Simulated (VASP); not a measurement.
Al3Ga4N7, 14 atoms in the cell. The cell holds a disordered packing, 14 atoms: a = 5.424 Å, b = 5.677 Å, c = 5.504 Å, α = 86.24°, β = 92.15°, γ = 90.49°. 

- Program: VASP 6.6.1
- Task: single point
- Functional: PBE
- Potentials or basis: VASP PAW PBE potentials, release 64 (Al, N, Ga_d)
- Cutoff: 520 eV
- k mesh: 1 × 1 × 1, shifted
- Occupations: fermi-dirac, width 0.3447 eV
- Spin: no spin polarisation
- Dipole correction: no
- Further INCAR settings: ALGO = Normal; EDIFF = 1e-06; NBANDS = 61; ISYM = -1

Potentials or basis: VASP PAW PBE potentials, release 64 (Al, N, Ga_d).

Run with:

```bash
$ cat potpaw_PBE.64/Al/POTCAR potpaw_PBE.64/N/POTCAR potpaw_PBE.64/Ga_d/POTCAR > POTCAR
$ mpirun -np 1 vasp_std > vasp.out
```

Hardware: 1 thread of AMD EPYC 9R45 96-Core Processor (Zen 5) (shared host).

How long does it take, and how much memory?

It took 19 s on 1 thread of AMD EPYC 9R45 96-Core Processor (Zen 5), on a shared host, peak memory 0.21 GiB. Counts: scf iterations 18, k points 1.
